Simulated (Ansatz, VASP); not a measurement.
## Two plane-wave programs on TiO2

File INCAR:

```
  PREC = Accurate
  ENCUT = 600
  EDIFF = 1E-6
  ISMEAR = 0
  SIGMA = 0.02
  LREAL = False
  LASPH = True
  NELM = 120
  ALGO = Normal
  ISIF = 2
  LWAVE = False
  LCHARG = False
  GGA = PS
  NBANDS = 33
  GGA_COMPAT = False
```

Contents of KPOINTS:

```
Automatic mesh
0
Gamma
  6 6 6
```

The input POSCAR:

```
TiO2
1.0
   -1.8848773026      1.8848773026      4.7776929571
    1.8848773026     -1.8848773026      4.7776929571
    1.8848773026      1.8848773026     -4.7776929571
Ti O
2 4
Direct
    0.0000000000      0.0000000000      0.0000000000
    0.7500000000      0.2500000000      0.5000000000
    0.2074711831      0.2074711831      0.0000000000
    0.9574711831      0.4574711831      0.5000000000
    0.5425288169      0.0425288169      0.5000000000
    0.7925288169      0.7925288169      0.0000000000
```

Input for Ansatz:

```yaml
crystal:
  lattice:
    - [-1.8848773026, 1.8848773026, 4.7776929571]
    - [1.8848773026, -1.8848773026, 4.7776929571]
    - [1.8848773026, 1.8848773026, -4.7776929571]
  atoms:
    - { symbol: Ti, position: [0.0, 0.0, 0.0] }
    - { symbol: Ti, position: [0.75, 0.25, 0.5] }
    - { symbol: O, position: [0.2074711831, 0.2074711831, 0.0] }
    - { symbol: O, position: [0.9574711831, 0.4574711831, 0.5] }
    - { symbol: O, position: [0.5425288169, 0.0425288169, 0.5] }
    - { symbol: O, position: [0.7925288169, 0.7925288169, 0.0] }
basis:
  ecutwfc: 420
kpoints:
  mp_grid: { grid: [6, 6, 6] }
hamiltonian:
  xc: pbesol
  pseudopotentials: { kind: paw, azcp: { folder: soft_1 } }
scf:
  occupations: { method: gaussian, width: 0.02 }
output:
  forces: true
  stress: true
  eigenvalues: true
```

Alike in both runs: task single point; functional PBEsol; k mesh 6 × 6 × 6; occupations gaussian, width 0.02 eV; no spin polarisation.

```csv
,VASP,Ansatz
version,VASP 6.6.1,Ansatz 0.2.0
potentials or method,"VASP PAW PBE potentials, release 64 (Ti_sv, O), cutoff 600 eV","scalar-relativistic, plane waves, PAW"
valence electrons in the cell,48,48
```

```tsv
	VASP	Ansatz	Ansatz less VASP
gap on the k mesh at the Fermi level (eV)	2.14	2.16	+0.026
least direct gap on the mesh (eV)	2.43	2.45	+0.021
pressure (GPa)	0.5	0.0	-0.46
traceless stress, the component that is largest in VASP (GPa)	0.06	0.01	-0.059
rms of the force components (eV/Å)	0.009	0.000	-0.0088
```

VASP's potentials were made for PBE, not for PBEsol, and Ansatz warns of the same on its side. Atom by atom the forces differ by 0.010 eV/Å (rms over components). With one functional, cell and mesh, what is left measures potentials, basis and numerics.
